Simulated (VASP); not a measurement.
A run of VASP 6.6.1 is set up as follows.

INCAR

```
  PREC = Accurate
  ENCUT = 600
  EDIFF = 1E-6
  ISMEAR = 0
  SIGMA = 0.1
  LREAL = False
  LASPH = True
  NELM = 100
  ALGO = Normal
  ISIF = 3
  LWAVE = False
  LCHARG = False
  GGA = PE
  IBRION = 2
  NSW = 100
  EDIFFG = -0.01
```

The input KPOINTS:

```
regular mesh
0
Gamma
  12 12 6
```

Contents of POSCAR:

```
Hg2S3
1.0
    3.8907497848      0.0000000000      0.0000000000
   -1.9453748924      3.3694881534      0.0000000000
    0.0000000000      0.0000000000      8.3684652899
Hg S
2 3
Direct
    0.3333333333      0.6666666667      0.2006696283
    0.6666666667      0.3333333333      0.7993303717
    0.0000000000      0.0000000000      0.0000000000
    0.3333333333      0.6666666667      0.6407401750
    0.6666666667      0.3333333333      0.3592598250
```

Potentials or basis: VASP PAW PBE potentials, release 64 (Hg, S).

The run is started by

```sh
$ cat potpaw_PBE.64/Hg/POTCAR potpaw_PBE.64/S/POTCAR > POTCAR
$ mpirun -np 1 vasp_std > vasp.out
```

Question: What does it give for the space group after relaxing (to 0.1 Å)?

Answer: P-3m1 (No. 164).

Question: Estimate the relaxed volume.

Answer: 21.99 Å³/atom.

Final structure:
```
Hg S
1.0
     3.89969    0.00000    0.00000
    -1.94984    3.37723    0.00000
     0.00000    0.00000    8.34847
Hg S
2 3
Direct
  0.33333 0.66667 0.20145
  0.66667 0.33333 0.79855
  0.00000 0.00000 0.00000
  0.33333 0.66667 0.63814
  0.66667 0.33333 0.36186
```
